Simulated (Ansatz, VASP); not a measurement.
## WS2: VASP beside Ansatz

```
CELL_PARAMETERS angstrom
3.22876 0.00000 0.00000
-1.61438 2.79619 0.00000
0.00000 0.00000 5.99365
ATOMIC_POSITIONS crystal
W 0.00000 0.00000 0.00000
S 0.33333 0.66667 0.25668
S 0.66667 0.33333 0.74332
```

Alike in both runs: task single point; functional PBE; k mesh 6 × 6 × 4; occupations gaussian, width 0.001 eV; no spin polarisation.

|  | VASP | Ansatz |
| --- | --- | --- |
| version | VASP 6.6.1 | Ansatz 0.2.0 |
| potentials or method | VASP PAW PBE potentials, release 64 (W_sv, S) | plane waves |
| plane-wave cutoff (eV) | 520 | 420 |
| valence electrons in the cell | 26 | 26 |

VASP gave:

| Item | Value |
| --- | --- |
| pressure (GPa) | 3.0 |
| traceless stress, the component that is largest in VASP (GPa) | 2.15 |
| rms of the force components (eV/Å) | 0.125 |

**Question.** What did Ansatz give for the same quantities?

**Answer.** Pressure (GPa): 3.1; traceless stress, the component that is largest in VASP (GPa): 2.13; rms of the force components (eV/Å): 0.125.

Atom by atom the forces differ by 0.000 eV/Å (rms over components). The functional is the same, so the differences come from potentials, cutoffs and numerics.

The k mesh is coarse, so the values compare programs but aren't converged. Spin-orbit coupling is off throughout.
